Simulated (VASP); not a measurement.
Write the native input for VASP 6.6.1 that does the following.

* Task: single point
* Functional: revPBE
* Potentials or basis: VASP PAW PBE potentials, release 64 (Cr_pv)
* Cutoff: 520 eV
* k mesh: 8 × 8 × 8
* Occupations: fermi-dirac, width 0.1 eV
* Spin: no spin polarisation
* Dipole correction: no
* Further INCAR settings: ALGO = Normal; EDIFF = 1e-07; NBANDS = 12

The structure of Cr lies in POSCAR:

```
Cr
1.0
   -1.4313465391      1.4313465391      1.4313465391
    1.4313465391     -1.4313465391      1.4313465391
    1.4313465391      1.4313465391     -1.4313465391
Cr
1
Direct
    0.0000000000      0.0000000000      0.0000000000
```

One way to write it, as run:

INCAR

```
SYSTEM = Cr
PREC     = Accurate       ! precision mode
ENCUT    = 520            ! plane-wave cutoff, eV
EDIFF    = 1E-7           ! SCF threshold, eV
ISMEAR   = -1             ! smearing method
SIGMA    = 0.1            ! smearing width, eV
LREAL    = .FALSE.        ! projectors in reciprocal space
LASPH    = .TRUE.         ! aspherical terms in the spheres
NELM     = 60             ! most SCF steps
ALGO     = Normal         ! electronic algorithm
ISIF     = 2              ! what is computed and relaxed
LWAVE    = .FALSE.        ! write WAVECAR
LCHARG   = .FALSE.        ! write CHGCAR
GGA      = RE             ! functional
NBANDS   = 12             ! bands
```

KPOINTS

```
Automatic mesh
0
G
  8 8 8
  0 0 0
```

Potentials or basis: VASP PAW PBE potentials, release 64 (Cr_pv).

The run is started by

```bash
$ cat potpaw_PBE.64/Cr_pv/POTCAR > POTCAR
$ mpirun -np 1 vasp_std > vasp.out
```

It gave:

| Property | Result |
| --- | --- |
| Pressure | 0.0 GPa |
| Band gap on the k mesh | zero (band 6 reaches 13.20 eV, above the bottom of band 7 at 9.93 eV) |

Caveat: the k points lie up to 0.39 Å⁻¹ apart; the PAW data sets were made with another functional, which shifts forces and pressure a little; the run has no spin polarisation, though such a crystal can be magnetic.

Wall time 5.8 s on 1 thread of AMD EPYC 7R43 64-Core Processor (Zen 3), with other jobs on the host, peak memory 0.08 GiB.
